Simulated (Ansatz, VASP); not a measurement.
# Ti in VASP and in Ansatz

```
Ti
1.0
    -1.50358    1.50358    1.95466
     1.50358   -1.50358    1.95466
     1.50358    1.50358   -1.95466
Ti
1
Direct
  0.00000 0.00000 0.00000
```

Alike in both runs: task single point; functional LDA; k mesh 22 × 22 × 22; occupations gaussian, width 0.15 eV; no spin polarisation.

|  | VASP | Ansatz |
| --- | --- | --- |
| version | VASP 6.6.1 | Ansatz 0.2.0 |
| potentials or method | VASP PAW LDA potentials, release 64 (Ti_sv), cutoff 520 eV | scalar-relativistic, plane waves, PAW |
| valence electrons in the cell | 12 | 12 |

Ansatz gave:

| Property | Result |
| --- | --- |
| gap on the k mesh at the Fermi level (eV) | none |
| pressure (GPa) | -10.1 |
| traceless stress, the component that is largest in VASP (GPa) | 1.59 |

Q: What did VASP give for the same quantities?

A: gap on the k mesh at the Fermi level (eV): none; pressure (GPa): -10.4; traceless stress, the component that is largest in VASP (GPa): 1.58.

LDA's correlation is that of Perdew and Zunger in VASP and of Perdew and Wang (1992) in Ansatz. A gap of «none» marks a metal or a gap that the smearing closes.
